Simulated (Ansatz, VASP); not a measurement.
**Two plane-wave programs on Cu**

INCAR

```
ALGO = Normal
EDIFF = 1E-7
ENCUT = 520
GGA = PS
ISIF = 2
ISMEAR = 0
LASPH = T
LCHARG = F
LREAL = F
LWAVE = F
NBANDS = 12
NELM = 60
PREC = Accurate
SIGMA = 0.15
```

Contents of KPOINTS:

```
k-points
0
Gamma
  22 22 22
```

Contents of POSCAR:

```
Cu
1.0
    0.0000000000      1.8075000000      1.8075000000
    1.7532750000      0.0000000000      1.8075000000
    1.7532750000      1.8075000000      0.0000000000
Cu
1
Direct
    0.0000000000      0.0000000000      0.0000000000
```

Input for Ansatz:

```yaml
crystal:
  lattice:
    - [0.0, 1.8075, 1.8075]
    - [1.753275, 0.0, 1.8075]
    - [1.753275, 1.8075, 0.0]
  atoms:
    - { symbol: Cu, position: [0.0, 0.0, 0.0] }
basis:
  ecutwfc: 420
kpoints:
  mp_grid: { grid: [22, 22, 22] }
hamiltonian:
  xc: pbesol
scf:
  occupations: { method: gaussian, width: 0.15 }
output:
  forces: true
  stress: true
  eigenvalues: true
```

Change from the starting cell: strain -0.0300 x Voigt [1, 0, 0, 0, 0, 0], atoms carried along.

Alike in both runs: task single point; functional PBEsol; k mesh 22 × 22 × 22; occupations gaussian, width 0.15 eV; no spin polarisation.

|  | VASP | Ansatz |
| --- | --- | --- |
| version | VASP 6.6.1 | Ansatz 0.2.0 |
| potentials or method | VASP PAW PBE potentials, release 64 (Cu), cutoff 520 eV | scalar-relativistic, plane waves, PAW |
| valence electrons in the cell | 11 | 19 |

```tsv
	VASP	Ansatz	Ansatz less VASP
gap on the k mesh at the Fermi level (eV)	none	none	-
pressure (GPa)	-1.3	-2.0	-0.69
traceless stress, the component that is largest in VASP (GPa)	1.17	1.17	+0.004
```

VASP's potentials were made for PBE, not for PBEsol. A gap of «none» marks a metal or a gap that the smearing closes. The functional is the same, so the differences come from potentials, cutoffs and numerics. VASP's potentials hold 11 valence electrons a cell and Ansatz's 19, so a difference there can come from the potentials and not from the codes.
